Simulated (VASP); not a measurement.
# CuAu (P4/mmm) in VASP: further runs

The runs below take CuAu through single point, with LDA.

All numbers are computed with VASP 6.6.1; they aren't measurements. Logs are shortened: lines on timing, memory, paths and dates and some standing lists are left out, and cuts for length are marked.

### Step 1. The cell of the first run

Symmetry: P4/mmm, No. 123, tetragonal system. Conventional cell: a = 2.811 Å, b = 2.811 Å, c = 3.685 Å, α = 90.00°, β = 90.00°, γ = 90.00°. Cu (site symmetry 4/mmm) has 8 Au at 2.71 Å and 6 Cu at 2.81 to 3.69 Å within 3.7 Å. Au (site symmetry 4/mmm) has 8 Cu at 2.71 Å and 6 Au at 2.81 to 3.69 Å within 3.7 Å.

### Step 2. Single point, LDA, collinear spin

Contents of INCAR:

```
PREC = Accurate
ENCUT = 520
EDIFF = 1E-6
ISMEAR = -1
SIGMA = 0.08
LREAL = F
LASPH = T
NELM = 150
ALGO = Normal
ISIF = 2
LWAVE = F
LCHARG = T
ISPIN = 2
MAGMOM = 0.3 0
LORBIT = 11
NUPDOWN = 0.3
LMAXMIX = 4
LELF = T
LVHAR = T
NBANDS = 22
```

Contents of KPOINTS:

```
regular mesh
0
Gamma
  12 12 9
```

Contents of POSCAR:

```
CuAu
1.0
    2.8107494552      0.0000000000      0.0000000000
    0.0000000000      2.8107494552      0.0000000000
    0.0000000000      0.0000000000      3.6850000000
Cu Au
1 1
Direct
    0.5000000000      0.5000000000      0.5000000000
    0.0000000000      0.0000000000      0.0000000000
```

Potentials or basis: VASP PAW LDA potentials, release 64 (Cu, Au).

Started as:

```sh
$ cat potpaw_LDA.64/Cu/POTCAR potpaw_LDA.64/Au/POTCAR > POTCAR
$ mpirun -np 1 vasp_std > vasp.out
```

OUTCAR:

```text
PREC = Accurate
   ENCUT = 520
   EDIFF = 1E-6
   ISMEAR = -1
   LREAL = F
   LASPH = T
   NELM = 150
   ISIF = 2
   ISPIN = 2
   LORBIT = 11
   NUPDOWN = 0.3

 ion  position               nearest neighbor table
   1  0.500  0.500  0.500-   2 2.71   2 2.71   2 2.71   2 2.71   2 2.71   2 2.71   2 2.71   2 2.71

   2  0.000  0.000  0.000-   1 2.71   1 2.71   1 2.71   1 2.71   1 2.71   1 2.71   1 2.71   1 2.71

  LATTYP: Found a simple tetragonal cell.
 ALAT       =     2.8107494552
 C/A-ratio  =     1.3110382333

  Lattice vectors:

 A1 = (   2.8107494552,   0.0000000000,   0.0000000000)
 A2 = (   0.0000000000,   2.8107494552,   0.0000000000)
 A3 = (   0.0000000000,   0.0000000000,   3.6850000000)

Analysis of symmetry for initial positions (statically):
=====================================================================
 Subroutine PRICEL returns:
 Original cell was already a primitive cell.

 Routine SETGRP: Setting up the symmetry group for a
 simple tetragonal supercell.

 Subroutine GETGRP returns: Found 16 space group operations
 (whereof 16 operations were pure point group operations)
 out of a pool of 16 trial point group operations.

The static configuration has the point symmetry D_4h.

Analysis of symmetry for dynamics (positions and initial velocities):
=====================================================================
 Subroutine PRICEL returns:
 Original cell was already a primitive cell.

 Routine SETGRP: Setting up the symmetry group for a
 simple tetragonal supercell.

 Subroutine GETGRP returns: Found 16 space group operations
 (whereof 16 operations were pure point group operations)
 out of a pool of 16 trial point group operations.

The dynamic configuration has the point symmetry D_4h.

Analysis of structural, dynamic, and magnetic symmetry:
=====================================================================
 Subroutine PRICEL returns:
 Original cell was already a primitive cell.

 Routine SETGRP: Setting up the symmetry group for a
 simple tetragonal supercell.

 Subroutine GETGRP returns: Found 16 space group operations
 (whereof 16 operations were pure point group operations)
 out of a pool of 16 trial point group operations.

The overall configuration has the point symmetry D_4h.

 Subroutine INISYM returns: Found 16 space group operations
 (whereof 16 operations are pure point group operations),
 and found     1 'primitive' translations

----------------------------------------------------------------------------------------

                                     Primitive cell

  volume of cell :      29.1127

  direct lattice vectors                    reciprocal lattice vectors
     2.810749455  0.000000000  0.000000000     0.355776997  0.000000000  0.000000000
     0.000000000  2.810749455  0.000000000     0.000000000  0.355776997  0.000000000
     0.000000000  0.000000000  3.685000000     0.000000000  0.000000000  0.271370421

  length of vectors
     2.810749455  2.810749455  3.685000000     0.355776997  0.355776997  0.271370421

  position of ions in fractional coordinates (direct lattice)
     0.500000000  0.500000000  0.500000000
     0.000000000  0.000000000  0.000000000

  ion indices of the primitive-cell ions
   primitive index   ion index
                 1           1
                 2           2

----------------------------------------------------------------------------------------

 KPOINTS: regular mesh

Automatic generation of k-mesh.
 Grid dimensions read from file:
 generate k-points for:   12   12    9

 Generating k-lattice:

  Cartesian coordinates                     Fractional coordinates (reciprocal lattice)
     0.029648083  0.000000000  0.000000000     0.083333333  0.000000000  0.000000000
     0.000000000  0.029648083  0.000000000     0.000000000  0.083333333  0.000000000
     0.000000000  0.000000000  0.030152269     0.000000000  0.000000000  0.111111111

  Length of vectors
     0.029648083  0.029648083  0.030152269

  Shift w.r.t. Gamma in fractional coordinates (k-lattice)
     0.000000000  0.000000000  0.000000000

 Subroutine IBZKPT returns following result:
 ===========================================

 Found    140 irreducible k-points:

 Following reciprocal coordinates:
            Coordinates               Weight
  0.000000  0.000000  0.000000      1.000000
  0.083333  0.000000  0.000000      4.000000
  0.166667  0.000000  0.000000      4.000000
  0.250000  0.000000  0.000000      4.000000
  0.333333  0.000000  0.000000      4.000000
  0.416667  0.000000  0.000000      4.000000
[... 16 lines left out ...]
  0.333333  0.333333  0.000000      4.000000
  0.416667  0.333333  0.000000      8.000000
 [... further k-points ...]
   k-points           NKPTS =    140   k-points in BZ     NKDIM =    140   number of bands    NBANDS=     22
   number of dos      NEDOS =    301   number of ions     NIONS =      2
   total plane-waves  NPLWV =  16128
   dimension x,y,z NGX =    24 NGY =   24 NGZ =   28
   dimension x,y,z NGXF=    48 NGYF=   48 NGZF=   56
   ions per type =               1   1
   NGX,Y,Z   is equivalent  to a cutoff of  14.20, 14.20, 12.63 a.u.
   NGXF,Y,Z  is equivalent  to a cutoff of  28.39, 28.39, 25.26 a.u.
 SYSTEM =  unknown system
   PREC   = accura    normal or accurate (medium, high low for compatibility)
   ISTART =      0    job   : 0-new  1-cont  2-samecut
   ICHARG =      2    charge: 1-file 2-atom 10-const
   ISPIN  =      2    spin polarized calculation?
   LNONCOLLINEAR =      F non collinear calculations
   LSORBIT =      F    spin-orbit coupling
   LASPH  =      T    aspherical Exc in radial PAW
   ENCUT  =  520.0 eV  38.22 Ry    6.18 a.u.   5.23  5.23  6.85*2*pi/ulx,y,z
   NELM   =    150;   NELMIN=  2; NELMDL= -5     # of ELM steps
   EDIFF  = 0.1E-05   stopping-criterion for ELM
   LREAL  =      F    real-space projection
   EDIFFG = 0.1E-04   stopping-criterion for IOM
   NSW    =      0    number of steps for IOM
   IBRION =     -1    ionic relax: 0-MD 1-quasi-New 2-CG
   NFREE  =      0    steps in history (QN), initial steepest desc. (CG)
   ISIF   =      2    stress and relaxation
   ISYM   =      2    0-nonsym 1-usesym 2-fastsym
   POTIM  = 0.5000    time-step for ionic-motion
   TEBEG  =    0.0;   TEEND  =   0.0 temperature during run
   PSTRESS=    0.0 pullay stress
   NELECT =      22.0000    total number of electrons
   NUPDOWN=       0.3000    fix difference up-down
   EMIN   =  10.00;   EMAX   =-10.00  energy-range for DOS
   EFERMI =   0.00;   METHOD = LEGACY
   ISMEAR =    -1;   SIGMA  =   0.08  broadening in eV -4-tet -1-fermi 0-gaus
   EFERMI_NEDOS =   21; number of points for ismear=-14 and -15
   IALGO  =     38    algorithm
   IMIX   =      4    mixing-type and parameters
     AMIX     =   0.40;   BMIX     =  1.00
     AMIX_MAG =   1.60;   BMIX_MAG =  1.00
  volume/ion in A,a.u.               =      14.56        98.23
  Fermi-wavevector in a.u.,A,eV,Ry     =   1.491152  2.817868 30.253005  2.223533
  Thomas-Fermi vector in A             =   2.603843
   LORBIT       =     11    0 simple, 1 ext, 2 COOP (PROOUT), +10 PAW based schemes
   GGA     = CA    functional components
   LHFCALC =     F    Hartree Fock is set to
   AEXX    =    0.0000 exact exchange contribution
   IVDW    =     0    specifies the selected vdW correction
   LEPSILON=     F    determine dielectric tensor
   LRPA    =     F    only Hartree local field effects (RPA)
 spin polarized calculation
  energy-cutoff  :      520.00
  volume of cell :       29.11
 maximum number of plane-waves:       800
 NGX is ok and might be reduce to    24
   NGX = 11   NGY = 11   NGZ = 13

 number of electron      22.0000010 magnetization       0.3000000

 Free energy of the ion-electron system (eV)
  ---------------------------------------------------
  ext. energy  EPLUGINS =         0.00000000
  ---------------------------------------------------
  free energy    TOTEN  =        -9.15934731 eV

  energy without entropy =       -9.14950241  energy(sigma->0) =       -9.15442486

 E-fermi :   8.0221     XC(G=0): -12.9734

 val. band max:        8.9928692315   @ k =   0.5000   0.1667   0.3333
 cond. band min:       8.0292225771   @ k =   0.5000   0.0833   0.3333
 fundamental gap:     -0.9636466544
 Fermi energy:         9.0362079769

 spin component 1

 k-point     1 :       0.0000    0.0000    0.0000
  band No.  band energies     occupation
      1      -1.3252      1.00000
      2       1.8587      1.00000
      3       2.0260      1.00000
      4       4.3989      1.00000
      5       4.3989      1.00000
      6       5.4810      1.00000
[... 14 lines left out ...]
     21      30.3475      0.00000
     22      35.0617      0.00000
[... 552 lines left out ...]
  band No.  band energies     occupation
      1       1.7978      1.00000
      2       2.8044      1.00000
      3       2.8337      1.00000
      4       3.0434      1.00000
      5       5.0167      1.00000
      6       6.1232      1.00000
[... 14 lines left out ...]
     21      29.9640      0.00000
     22      30.0648      0.00000

 [... further k-points ...]

 spin component 2

 k-point     1 :       0.0000    0.0000    0.0000
  band No.  band energies     occupation
      1      -1.2393      1.00000
      2       1.9368      1.00000
      3       2.1016      1.00000
      4       4.4710      1.00000
      5       4.4710      1.00000
      6       5.5493      1.00000
[... 14 lines left out ...]
     21      30.4320      0.00000
     22      35.1577      0.00000
[... 552 lines left out ...]
  band No.  band energies     occupation
      1       1.8698      1.00000
      2       2.8776      1.00000
      3       2.9142      1.00000
      4       3.1173      1.00000
      5       5.0940      1.00000
      6       6.2022      1.00000
[... 14 lines left out ...]
     21      30.0517      0.00000
     22      30.1530      0.00000

 [... further k-points ...]

------------------------ aborting loop because EDIFF is reached ----------------------------------------

  FORCE on cell =-STRESS in cart. coord.  units (eV):
  Direction    XX          YY          ZZ          XY          YZ          ZX
  --------------------------------------------------------------------------------------
  -------------------------------------------------------------------------------------
  Total       -1.3988434     -1.3988434     -1.5985695      0.0000000     -0.0000000     -0.0000000
  in kB      -76.9835471    -76.9835471    -87.9752179      0.0000000     -0.0000000     -0.0000000
  external PRESSURE =     -80.6474373 kB  Pullay stress =       0.0000000 kB

 VOLUME and BASIS-vectors are now :
 -----------------------------------------------------------------------------
  energy-cutoff  :      520.00
  volume of cell :       29.11
      direct lattice vectors                 reciprocal lattice vectors
     2.810749455  0.000000000  0.000000000     0.355776997  0.000000000  0.000000000
     0.000000000  2.810749455  0.000000000     0.000000000  0.355776997  0.000000000
     0.000000000  0.000000000  3.685000000     0.000000000  0.000000000  0.271370421

 POSITION                                       TOTAL-FORCE (eV/Angst)
 -----------------------------------------------------------------------------------
      1.40537      1.40537      1.84250         0.000000      0.000000      0.000000
      0.00000      0.00000      0.00000         0.000000      0.000000      0.000000
 -----------------------------------------------------------------------------------
    total drift:                                0.000000      0.000000     -0.000000

  FREE ENERGIE OF THE ION-ELECTRON SYSTEM (eV)
  ---------------------------------------------------
  free  energy   TOTEN  =        -9.1593473108 eV

  energy  without entropy=       -9.1495024113  energy(sigma->0) =       -9.15442486

 total charge

# of ion       s       p       d       tot
------------------------------------------
    1        0.385   0.322   9.222   9.929
    2        0.612   0.422   8.692   9.726
--------------------------------------------------
tot          0.997   0.744  17.914  19.655

 magnetization (x)

# of ion       s       p       d       tot
------------------------------------------
    1        0.013   0.025   0.071   0.109
    2        0.023   0.031   0.074   0.129
--------------------------------------------------
tot          0.036   0.056   0.145   0.238
```

Run time: 3.1 min. Hardware: 1 thread of Intel Xeon 8259CL, shared host; peak memory 0.25 GiB.

Results:

```
Free energy                                           : -9.1593 eV
Pressure                                              : -8.1 GPa
Net moment                                            : 0.30 μB per cell
Site moments                                          : Cu +0.11; Au +0.13 μB
Valence electrons inside the program's atomic spheres : Cu 9.93; Au 9.73
```

Caveat: the cell stands under tension; spin-orbit coupling is left out, which moves the levels of the heavy elements; the total moment is fixed, so each spin has its own Fermi level.

### Step 3. Single point, LDA

Contents of INCAR:

```
SYSTEM = CuAu
ALGO     = Normal         ! electronic algorithm
EDIFF    = 1E-7           ! SCF threshold, eV
ENCUT    = 520            ! plane-wave cutoff, eV
GGA      = CA             ! functional
ISIF     = 2              ! what is computed and relaxed
ISMEAR   = -1             ! smearing method
LASPH    = .True.         ! aspherical terms in the spheres
LCHARG   = .True.         ! write CHGCAR
LELF     = .True.         ! ELF
LREAL    = .False.        ! projectors in reciprocal space
LVHAR    = .True.       
LWAVE    = .False.        ! write WAVECAR
NBANDS   = 18             ! bands
NELM     = 80             ! most SCF steps
PREC     = Accurate       ! precision mode
SIGMA    = 0.08           ! smearing width, eV
```

Contents of KPOINTS:

```
k-points
0
Gamma
  12 12 9
  0 0 0
```

POSCAR is that of step 2.

Potentials or basis: VASP PAW LDA potentials, release 64 (Cu, Au).

Started as:

```sh
$ cat potpaw_LDA.64/Cu/POTCAR potpaw_LDA.64/Au/POTCAR > POTCAR
$ mpirun -np 1 vasp_std > vasp.out
```

It took 38 s on 1 thread of AMD EPYC 9R45 (Zen 5), shared host; peak memory 0.16 GiB.

Results (log left out):

```
Free energy            : -9.2284 eV
Pressure               : -8.4 GPa
Band gap on the k mesh : zero (bands 11 and 12 overlap by 7.15 eV)
```

Stress tensor (GPa, compression positive):
```
-8.04  0.00  0.00
 0.00 -8.04  0.00
 0.00  0.00 -9.07
```

Levels at points of the mesh, in eV from the Fermi level:
```tsv
k point	band 8	band 9	band 10	band 11	band 12	band 13	band 14	band 15
(0.00, 0.00, 0.00)	-2.12	-1.67	-1.45	-1.45	2.11	8.05	10.00	10.00
(0.50, 0.00, 0.00)	-2.95	-2.40	-2.20	-0.85	-0.09	9.43	9.53	11.35
(0.50, 0.50, 0.00)	-1.60	-1.36	-1.36	0.69	0.69	5.19	6.84	10.03
```

Caveat: the cell stands under tension; spin-orbit coupling is left out, which moves the levels of the heavy elements.

### Step 4. Single point, LDA, collinear spin

Contents of INCAR:

```
ALGO = Normal
EDIFF = 1E-7
ENCUT = 520
ISIF = 2
ISMEAR = -1
ISPIN = 2
LASPH = T
LCHARG = F
LMAXMIX = 4
LORBIT = 11
LREAL = F
LWAVE = F
MAGMOM = 0.7 0
NBANDS = 22
NELM = 150
PREC = Accurate
SIGMA = 0.08
```

Contents of KPOINTS:

```
k-points
0
Gamma
  12 12 9
```

POSCAR is that of step 3.

Started as:

```sh
$ cat potpaw_LDA.64/Cu/POTCAR potpaw_LDA.64/Au/POTCAR > POTCAR
$ mpirun -np 1 vasp_std > vasp.out
```

Run time: 2 min. Hardware: 1 thread of AMD EPYC 9R45 (Zen 5), shared host; peak memory 0.21 GiB.

It converged, with:

```
Free energy                                           : -9.2284 eV
Pressure                                              : -8.4 GPa
Band gap on the k mesh                                : zero (filled and empty bands overlap)
Net moment                                            : 0.00 μB per cell
Valence electrons inside the program's atomic spheres : Cu 9.93; Au 9.72
```

Stress tensor (GPa, compression positive):
```
-8.06  0.00  0.00
 0.00 -8.06  0.00
 0.00  0.00 -9.09
```

Levels at points of the mesh, in eV from the Fermi level:
Spin up:
| k point | band 7 | band 8 | band 9 | band 10 | band 11 | band 12 | band 13 | band 14 | band 15 | band 16 |
| --- | --- | --- | --- | --- | --- | --- | --- | --- | --- | --- |
| (0.00, 0.00, 0.00) | -2.82 | -2.12 | -1.67 | -1.45 | -1.45 | 2.11 | 8.05 | 10.00 | 10.00 | 16.84 |
| (0.50, 0.00, 0.00) | -3.04 | -2.95 | -2.40 | -2.20 | -0.85 | -0.09 | 9.43 | 9.53 | 11.35 | 11.37 |
| (0.50, 0.50, 0.00) | -1.63 | -1.60 | -1.36 | -1.36 | 0.69 | 0.69 | 5.19 | 6.84 | 10.03 | 11.59 |
Spin down:
```tsv
k point	band 7	band 8	band 9	band 10	band 11	band 12	band 13	band 14	band 15	band 16
(0.00, 0.00, 0.00)	-2.82	-2.12	-1.67	-1.45	-1.45	2.11	8.05	10.00	10.00	16.84
(0.50, 0.00, 0.00)	-3.04	-2.95	-2.40	-2.20	-0.85	-0.09	9.43	9.53	11.35	11.37
(0.50, 0.50, 0.00)	-1.63	-1.60	-1.36	-1.36	0.69	0.69	5.19	6.84	10.03	11.59
```

Caveat: the cell stands under tension; spin-orbit coupling is left out, which moves the levels of the heavy elements.

### Step 5. Summary

| spin | fixed moment (μB) | gap on the mesh (eV) | pressure (GPa) | moment (μB) |
| --- | --- | --- | --- | --- |
| collinear | 0.3 | - | -8.1 | 0.30 |
| off | - | none | -8.4 | - |
| collinear | - | none | -8.4 | 0.00 |

Alike in all rows: task single point; level LDA; potentials or basis VASP PAW LDA potentials, release 64 (Cu, Au); cell as given; k mesh 12 × 12 × 9; cutoff (eV) 520; smearing fermi-dirac 0.08 eV.

Caveats: the cell stands under tension; spin-orbit coupling is left out, which moves the levels of the heavy elements; the total moment is fixed, so each spin has its own Fermi level (at least some runs).

Absolute energies hang on the potentials; compare differences alone.
